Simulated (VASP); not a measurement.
Input of a VASP 6.6.1 run:

File INCAR:

```
SYSTEM = Si
  ALGO = Normal
  EDIFF = 1E-6
  ENCUT = 520
  ISIF = 2
  ISMEAR = 0
  LASPH = .True.
  LCHARG = .False.
  LREAL = .False.
  LWAVE = .False.
  NBANDS = 11
  NELM = 80
  PREC = Accurate
  SIGMA = 0.15
```

The input KPOINTS:

```
k-points
0
Gamma
  21 21 10
  0 0 0
```

File POSCAR:

```
Si
1.0
    2.5322986339      0.0000000000      0.0000000000
   -1.2661493170      2.1930349470      0.0000000000
    0.0000000000      0.0000000000      4.7315827335
Si
2
Direct
    0.3333333333      0.6666666667      0.2500000000
    0.6666666667      0.3333333333      0.7500000000
```

Potentials or basis: VASP PAW LDA potentials, release 64 (Si).

Command:

```console
$ cat potpaw_LDA.64/Si/POTCAR > POTCAR
$ mpirun -np 1 vasp_std > vasp.out
```

Question: Estimate the band gap on the k mesh.

Answer: Zero (band 4 reaches 19.86 eV, above the bottom of band 5 at 8.00 eV).

Question: Estimate the pressure.

Answer: 6.7 GPa.

Stress tensor (GPa, compression positive):
```
10.01  0.00  0.00
 0.00 10.01  0.00
 0.00  0.00  0.14
```

Caveat: the cell differs from its parent crystal (strain -0.050 along x and y, +0.050 along z).
